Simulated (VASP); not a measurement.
# Cd (P6/mmm) in VASP: notebook

Runs on Cd. Level: PBE. Tasks: single point.

Program: VASP 6.6.1. These are calculated values, not measurements. Logs are shortened: lines on timing, memory, paths and dates and some standing lists are left out, and cuts for length are marked.

## 1. The cell of the first run

Symmetry: P6/mmm, No. 191, hexagonal system. Conventional cell: a = 5.146 Å, b = 5.146 Å, c = 3.095 Å, α = 90.00°, β = 90.00°, γ = 120.00°. Cd (site symmetry 6/mmm) has 14 Cd at 3.10 to 3.35 Å within 4.1 Å. Cd (site symmetry -6m2) has 11 Cd at 2.97 to 3.35 Å within 3.9 Å.

This isn't the form of Cd at room conditions, which is hcp.

## 2. Single point, PBE

INCAR reads:

```
PREC = Accurate
ENCUT = 520
EDIFF = 1E-6
ISMEAR = -1
SIGMA = 0.1
LREAL = False
LASPH = True
NELM = 80
ALGO = Normal
ISIF = 2
LWAVE = False
LCHARG = False
GGA = PE
NBANDS = 25
```

KPOINTS reads:

```
Automatic mesh
0
Gamma
  9 9 13
```

POSCAR reads:

```
Cd
1.0
    5.1456782261      0.0000000000      0.0000000000
   -2.5728391130      4.4562880635      0.0000000000
    0.0000000000      0.0000000000      3.0954824778
Cd
3
Direct
    0.0000000000      0.0000000000      0.0000000000
    0.3333333333      0.6666666667      0.5000000000
    0.6666666667      0.3333333333      0.5000000000
```

Potentials or basis: VASP PAW PBE potentials, release 64 (Cd).

Started as:

```bash
cat potpaw_PBE.64/Cd/POTCAR > POTCAR
mpirun -np 1 vasp_std > vasp.out
```

OUTCAR:

```text
PREC = Accurate
   ENCUT = 520
   EDIFF = 1E-6
   ISMEAR = -1
   LREAL = False
   LASPH = True
   NELM = 80
   ISIF = 2
   GGA = PE

 ion  position               nearest neighbor table
   1  0.000  0.000  0.000-   2 3.35   3 3.35   2 3.35   3 3.35   2 3.35   2 3.35   3 3.35   3 3.35
                             3 3.35   3 3.35   2 3.35   2 3.35
   2  0.333  0.667  0.500-   3 2.97   3 2.97   3 2.97   1 3.35   1 3.35   1 3.35   1 3.35   1 3.35
                             1 3.35
   3  0.667  0.333  0.500-   2 2.97   2 2.97   2 2.97   1 3.35   1 3.35   1 3.35   1 3.35   1 3.35
                             1 3.35

  LATTYP: Found a hexagonal cell.
 ALAT       =     5.1456782261
 C/A-ratio  =     0.6015693834

  Lattice vectors:

 A1 = (   5.1456782261,   0.0000000000,   0.0000000000)
 A2 = (  -2.5728391130,   4.4562880635,   0.0000000000)
 A3 = (   0.0000000000,   0.0000000000,   3.0954824778)

Analysis of symmetry for initial positions (statically):
=====================================================================
 Subroutine PRICEL returns:
 Original cell was already a primitive cell.

 Routine SETGRP: Setting up the symmetry group for a
 hexagonal supercell.

 Subroutine GETGRP returns: Found 24 space group operations
 (whereof 24 operations were pure point group operations)
 out of a pool of 24 trial point group operations.

The static configuration has the point symmetry D_6h.

Analysis of symmetry for dynamics (positions and initial velocities):
=====================================================================
 Subroutine PRICEL returns:
 Original cell was already a primitive cell.

 Routine SETGRP: Setting up the symmetry group for a
 hexagonal supercell.

 Subroutine GETGRP returns: Found 24 space group operations
 (whereof 24 operations were pure point group operations)
 out of a pool of 24 trial point group operations.

The dynamic configuration has the point symmetry D_6h.

 Subroutine INISYM returns: Found 24 space group operations
 (whereof 24 operations are pure point group operations),
 and found     1 'primitive' translations

----------------------------------------------------------------------------------------

                                     Primitive cell

  volume of cell :      70.9813

  direct lattice vectors                    reciprocal lattice vectors
     5.145678226  0.000000000  0.000000000     0.194337842  0.112201005  0.000000000
    -2.572839113  4.456288063  0.000000000     0.000000000  0.224402010  0.000000000
     0.000000000  0.000000000  3.095482478     0.000000000  0.000000000  0.323051417

  length of vectors
     5.145678226  5.145678226  3.095482478     0.224402010  0.224402010  0.323051417

  position of ions in fractional coordinates (direct lattice)
     0.000000000  0.000000000  0.000000000
     0.333333333  0.666666667  0.500000000
     0.666666667  0.333333333  0.500000000

  ion indices of the primitive-cell ions
   primitive index   ion index
                 1           1
                 2           2
                 3           3

----------------------------------------------------------------------------------------

 KPOINTS: Automatic mesh

Automatic generation of k-mesh.
 Grid dimensions read from file:
 generate k-points for:    9    9   13

 Generating k-lattice:

  Cartesian coordinates                     Fractional coordinates (reciprocal lattice)
     0.021593094  0.012466778  0.000000000     0.111111111 -0.000000000  0.000000000
     0.000000000  0.024933557  0.000000000     0.000000000  0.111111111  0.000000000
     0.000000000  0.000000000  0.024850109     0.000000000  0.000000000  0.076923077

  Length of vectors
     0.024933557  0.024933557  0.024850109

  Shift w.r.t. Gamma in fractional coordinates (k-lattice)
     0.000000000  0.000000000  0.000000000

 Subroutine IBZKPT returns following result:
 ===========================================

 Found     84 irreducible k-points:

 Following reciprocal coordinates:
            Coordinates               Weight
  0.000000  0.000000  0.000000      1.000000
  0.111111  0.000000  0.000000      6.000000
  0.222222  0.000000  0.000000      6.000000
  0.333333  0.000000  0.000000      6.000000
  0.444444  0.000000  0.000000      6.000000
  0.111111  0.111111  0.000000      6.000000
[... 16 lines left out ...]
  0.333333  0.222222  0.076923     24.000000
  0.333333  0.333333  0.076923      4.000000
 [... further k-points ...]
   k-points           NKPTS =     84   k-points in BZ     NKDIM =     84   number of bands    NBANDS=     25
   number of dos      NEDOS =    301   number of ions     NIONS =      3
   total plane-waves  NPLWV =  38400
   dimension x,y,z NGX =    40 NGY =   40 NGZ =   24
   dimension x,y,z NGXF=    80 NGYF=   80 NGZF=   48
   ions per type =               3
   NGX,Y,Z   is equivalent  to a cutoff of  12.92, 12.92, 12.89 a.u.
   NGXF,Y,Z  is equivalent  to a cutoff of  25.85, 25.85, 25.78 a.u.
 SYSTEM =  unknown system
   PREC   = accura    normal or accurate (medium, high low for compatibility)
   ISTART =      0    job   : 0-new  1-cont  2-samecut
   ICHARG =      2    charge: 1-file 2-atom 10-const
   ISPIN  =      1    spin polarized calculation?
   LNONCOLLINEAR =      F non collinear calculations
   LSORBIT =      F    spin-orbit coupling
   LASPH  =      T    aspherical Exc in radial PAW
   ENCUT  =  520.0 eV  38.22 Ry    6.18 a.u.   9.57  9.57  5.76*2*pi/ulx,y,z
   NELM   =     80;   NELMIN=  2; NELMDL= -5     # of ELM steps
   EDIFF  = 0.1E-05   stopping-criterion for ELM
   LREAL  =      F    real-space projection
   EDIFFG = 0.1E-04   stopping-criterion for IOM
   NSW    =      0    number of steps for IOM
   IBRION =     -1    ionic relax: 0-MD 1-quasi-New 2-CG
   NFREE  =      0    steps in history (QN), initial steepest desc. (CG)
   ISIF   =      2    stress and relaxation
   ISYM   =      2    0-nonsym 1-usesym 2-fastsym
   POTIM  = 0.5000    time-step for ionic-motion
   TEBEG  =    0.0;   TEEND  =   0.0 temperature during run
   PSTRESS=    0.0 pullay stress
   NELECT =      36.0000    total number of electrons
   NUPDOWN=      -1.0000    fix difference up-down
   EMIN   =  10.00;   EMAX   =-10.00  energy-range for DOS
   EFERMI =   0.00;   METHOD = LEGACY
   ISMEAR =    -1;   SIGMA  =   0.10  broadening in eV -4-tet -1-fermi 0-gaus
   EFERMI_NEDOS =   21; number of points for ismear=-14 and -15
   IALGO  =     38    algorithm
   IMIX   =      4    mixing-type and parameters
     AMIX     =   0.40;   BMIX     =  1.00
     AMIX_MAG =   1.60;   BMIX_MAG =  1.00
  volume/ion in A,a.u.               =      23.66       159.67
  Fermi-wavevector in a.u.,A,eV,Ry     =   1.305552  2.467136 23.190677  1.704467
  Thomas-Fermi vector in A             =   2.436414
   LORBIT       =      0    0 simple, 1 ext, 2 COOP (PROOUT), +10 PAW based schemes
   GGA     = PE    functional components
   LHFCALC =     F    Hartree Fock is set to
   AEXX    =    0.0000 exact exchange contribution
   IVDW    =     0    specifies the selected vdW correction
   LEPSILON=     F    determine dielectric tensor
   LRPA    =     F    only Hartree local field effects (RPA)
 non-spin polarized calculation
  energy-cutoff  :      520.00
  volume of cell :       70.98
 maximum number of plane-waves:      1937
 NGX is ok and might be reduce to    40
   NGX = 19   NGY = 19   NGZ = 11

 number of electron      35.9999997 magnetization

 Free energy of the ion-electron system (eV)
  ---------------------------------------------------
  ext. energy  EPLUGINS =         0.00000000
  ---------------------------------------------------
  free energy    TOTEN  =        -2.07603511 eV

  energy without entropy =       -2.03922893  energy(sigma->0) =       -2.05763202

 E-fermi :   2.3323     XC(G=0): -10.5589

 val. band max:        2.3303868205   @ k =   0.1111   0.0000   0.0769
 cond. band min:       2.3598476760   @ k =   0.1111   0.0000   0.1538
 fundamental gap:      0.0294608555
 Fermi energy:         2.3323371620

 k-point     1 :       0.0000    0.0000    0.0000
  band No.  band energies     occupation
      1      -7.2516      2.00000
      2      -6.7877      2.00000
      3      -6.7646      2.00000
      4      -6.6545      2.00000
      5      -6.6545      2.00000
      6      -6.4919      2.00000
[... 17 lines left out ...]
     24      14.0366      0.00000
     25      17.2792      0.00000

 k-point     2 :       0.1111    0.0000    0.0000
  band No.  band energies     occupation
      1      -7.2342      2.00000
      2      -6.8127      2.00000
      3      -6.7900      2.00000
      4      -6.7259      2.00000
      5      -6.7152      2.00000
      6      -6.5338      2.00000
[... 17 lines left out ...]
     24      14.0750      0.00000
     25      16.0895      0.00000

 k-point     3 :       0.2222    0.0000    0.0000
  band No.  band energies     occupation
      1      -7.1866      2.00000
      2      -6.9305      2.00000
      3      -6.8339      2.00000
      4      -6.8165      2.00000
      5      -6.7697      2.00000
      6      -6.5618      2.00000
[... 17 lines left out ...]
     24      13.9718      0.00000
     25      14.2119      0.00000

 k-point     4 :       0.3333    0.0000    0.0000
  band No.  band energies     occupation
      1      -7.1191      2.00000
      2      -7.0569      2.00000
      3      -6.8889      2.00000
      4      -6.8749      2.00000
      5      -6.7986      2.00000
      6      -6.5917      2.00000
[... 17 lines left out ...]
     24      11.8257      0.00000
     25      12.3032      0.00000

 k-point     5 :       0.4444    0.0000    0.0000
  band No.  band energies     occupation
      1      -7.1304      2.00000
      2      -7.0463      2.00000
      3      -6.9510      2.00000
      4      -6.9014      2.00000
      5      -6.8157      2.00000
      6      -6.6116      2.00000
[... 17 lines left out ...]
     24      11.0489      0.00000
     25      12.1734      0.00000

 k-point     6 :       0.1111    0.1111    0.0000
  band No.  band energies     occupation
      1      -7.2019      2.00000
      2      -6.8830      2.00000
      3      -6.8408      2.00000
      4      -6.7739      2.00000
      5      -6.7713      2.00000
      6      -6.5739      2.00000
[... 17 lines left out ...]
     24      14.0188      0.00000
     25      14.1696      0.00000
[... 393 lines left out ...]
 k-point    21 :       0.4444    0.1111    0.0769
  band No.  band energies     occupation
      1      -7.1213      2.00000
      2      -6.9867      2.00000
      3      -6.9493      2.00000
      4      -6.8900      2.00000
      5      -6.7768      2.00000
      6      -6.6642      2.00000
[... 17 lines left out ...]
     24      11.1298      0.00000
     25      11.3719      0.00000

 k-point    22 :       0.2222    0.2222    0.0769
  band No.  band energies     occupation
      1      -7.0687      2.00000
      2      -7.0467      2.00000
      3      -6.9444      2.00000
      4      -6.8131      2.00000
      5      -6.7995      2.00000
      6      -6.6872      2.00000
[... 17 lines left out ...]
     24      10.4292      0.00000
     25      13.0858      0.00000

 k-point    23 :       0.3333    0.2222    0.0769
  band No.  band energies     occupation
      1      -7.1194      2.00000
      2      -6.9942      2.00000
      3      -6.9650      2.00000
      4      -6.8525      2.00000
      5      -6.8024      2.00000
      6      -6.7417      2.00000
[... 17 lines left out ...]
     24      11.5340      0.00000
     25      12.1124      0.00000

 k-point    24 :       0.3333    0.3333    0.0769
  band No.  band energies     occupation
      1      -7.1346      2.00000
      2      -6.9735      2.00000
      3      -6.9735      2.00000
      4      -6.8306      2.00000
      5      -6.8107      2.00000
      6      -6.8107      2.00000
[... 17 lines left out ...]
     24      11.9135      0.00000
     25      12.5312      0.00000

 [... further k-points ...]

------------------------ aborting loop because EDIFF is reached ----------------------------------------

  FORCE on cell =-STRESS in cart. coord.  units (eV):
  Direction    XX          YY          ZZ          XY          YZ          ZX
  --------------------------------------------------------------------------------------
  -------------------------------------------------------------------------------------
  Total        0.0982870      0.0982870      0.1131866      0.0000000      0.0000000      0.0000000
  in kB        2.2185154      2.2185154      2.5548254      0.0000000      0.0000000      0.0000000
  external PRESSURE =       2.3306187 kB  Pullay stress =       0.0000000 kB

 VOLUME and BASIS-vectors are now :
 -----------------------------------------------------------------------------
  energy-cutoff  :      520.00
  volume of cell :       70.98
      direct lattice vectors                 reciprocal lattice vectors
     5.145678226  0.000000000  0.000000000     0.194337842  0.112201005  0.000000000
    -2.572839113  4.456288063  0.000000000     0.000000000  0.224402010  0.000000000
     0.000000000  0.000000000  3.095482478     0.000000000  0.000000000  0.323051417

 POSITION                                       TOTAL-FORCE (eV/Angst)
 -----------------------------------------------------------------------------------
      0.00000      0.00000      0.00000         0.000000      0.000000      0.000000
     -0.00000      2.97086      1.54774        -0.000000      0.000000     -0.000000
      2.57284      1.48543      1.54774         0.000000      0.000000      0.000000
 -----------------------------------------------------------------------------------
    total drift:                                0.000000     -0.000000      0.000000

  FREE ENERGIE OF THE ION-ELECTRON SYSTEM (eV)
  ---------------------------------------------------
  free  energy   TOTEN  =        -2.0760351101 eV

  energy  without entropy=       -2.0392289281  energy(sigma->0) =       -2.05763202
```

It took 99 s on 1 thread of Oxide Virtual Turin-like, shared host; peak memory 0.22 GiB.

Results:

```yaml
Free_energy: -2.0760 eV
Pressure: 0.2 GPa
Band_gap_on_the_k_mesh: zero (bands 18 and 19 overlap by 4.33 eV)
```

Levels at points of the mesh, in eV from the Fermi level:
```csv
k point,band 16,band 17,band 18,band 19,band 20,band 21
"(0.00, 0.00, 0.00)",-8.26,0.13,0.35,0.87,0.87,0.91
```

## 3. Single point, PBE (23.66 Å³/atom)

INCAR reads:

```
SYSTEM = Cd
PREC = Accurate
ENCUT = 520
EDIFF = 1E-6
ISMEAR = -1
SIGMA = 0.1
LREAL = .FALSE.
LASPH = .TRUE.
NELM = 60
ALGO = Normal
ISIF = 2
LWAVE = .FALSE.
LCHARG = .FALSE.
GGA = PE
NBANDS = 25
```

KPOINTS reads:

```
regular mesh
0
G
  9 9 13
  0 0 0
```

POSCAR is that of step 2.

Potentials or basis: VASP PAW PBE potentials, release 64 (Cd).

Started as:

```bash
cat potpaw_PBE.64/Cd/POTCAR > POTCAR
mpirun -np 1 vasp_std > vasp.out
```

Run time: 1.7 min. Hardware: 1 thread of Oxide Virtual Turin-like, shared host; peak memory 0.22 GiB.

It converged, with:

```yaml
Free_energy: -2.0760 eV
Pressure: 0.2 GPa
Band_gap_on_the_k_mesh: zero (bands 18 and 19 overlap by 4.33 eV)
```

Levels at points of the mesh, in eV from the Fermi level:
```
           k point  band 15  band 16  band 17  band 18  band 19  band 20  band 21  band 22
(0.00, 0.00, 0.00)    -8.27    -8.26     0.13     0.35     0.87     0.87     0.91     0.91
```

## 4. Single point, PBE (24.61 Å³/atom)

This run uses another cell than the first one, of 24.61 Å³/atom.

INCAR is that of step 3.

KPOINTS is that of step 3.

POSCAR reads:

```
Cd
1.0
    5.2133922838      0.0000000000      0.0000000000
   -2.6066961419      4.5149301576      0.0000000000
    0.0000000000      0.0000000000      3.1362171818
Cd
3
Direct
    0.0000000000      0.0000000000      0.0000000000
    0.3333333333      0.6666666667      0.5000000000
    0.6666666667      0.3333333333      0.5000000000
```

Potentials or basis: VASP PAW PBE potentials, release 64 (Cd).

Started as:

```bash
cat potpaw_PBE.64/Cd/POTCAR > POTCAR
mpirun -np 1 vasp_std > vasp.out
```

OUTCAR:

```text
SYSTEM = Cd
   PREC = Accurate
   ENCUT = 520
   EDIFF = 1E-6
   ISMEAR = -1
   LREAL = .FALSE.
   LASPH = .TRUE.
   NELM = 60
   ISIF = 2
   GGA = PE

 ion  position               nearest neighbor table
   1  0.000  0.000  0.000-   2 3.39   3 3.39   2 3.39   3 3.39   2 3.39   2 3.39   3 3.39   3 3.39
                             3 3.39   3 3.39   2 3.39   2 3.39
   2  0.333  0.667  0.500-   3 3.01   3 3.01   3 3.01   1 3.39   1 3.39   1 3.39   1 3.39   1 3.39
                             1 3.39
   3  0.667  0.333  0.500-   2 3.01   2 3.01   2 3.01   1 3.39   1 3.39   1 3.39   1 3.39   1 3.39
                             1 3.39

  LATTYP: Found a hexagonal cell.
[... 870 lines left out ...]
  --------------------------------------------------------------------------------------
  -------------------------------------------------------------------------------------
  Total       -0.4826706     -0.4826706     -0.4700252      0.0000000      0.0000000      0.0000000
  in kB      -10.4757204    -10.4757204    -10.2012682      0.0000000      0.0000000      0.0000000
  external PRESSURE =     -10.3842363 kB  Pullay stress =       0.0000000 kB

 VOLUME and BASIS-vectors are now :
 -----------------------------------------------------------------------------
  energy-cutoff  :      520.00
  volume of cell :       73.82
      direct lattice vectors                 reciprocal lattice vectors
     5.213392284  0.000000000  0.000000000     0.191813688  0.110743684  0.000000000
    -2.606696142  4.514930158  0.000000000     0.000000000  0.221487369  0.000000000
     0.000000000  0.000000000  3.136217182     0.000000000  0.000000000  0.318855469

 POSITION                                       TOTAL-FORCE (eV/Angst)
 -----------------------------------------------------------------------------------
      0.00000      0.00000      0.00000        -0.000000      0.000000      0.000000
     -0.00000      3.00995      1.56811         0.000000      0.000000      0.000000
      2.60670      1.50498      1.56811        -0.000000      0.000000      0.000000
 -----------------------------------------------------------------------------------
    total drift:                                0.000000     -0.000000      0.000000

  FREE ENERGIE OF THE ION-ELECTRON SYSTEM (eV)
  ---------------------------------------------------
  free  energy   TOTEN  =        -2.0684361840 eV

  energy  without entropy=       -2.0311177943  energy(sigma->0) =       -2.04977699
```

Run time: 1.9 min. Hardware: 1 thread of Oxide Virtual Turin-like, shared host; peak memory 0.22 GiB.

Results:

| Item | Value |
| --- | --- |
| Free energy | -2.0684 eV |
| Pressure | -1.0 GPa |
| Band gap on the k mesh | zero (bands 18 and 19 overlap by 4.31 eV) |

The gap in the log of VASP goes by the Fermi energy; the results here count the filled bands.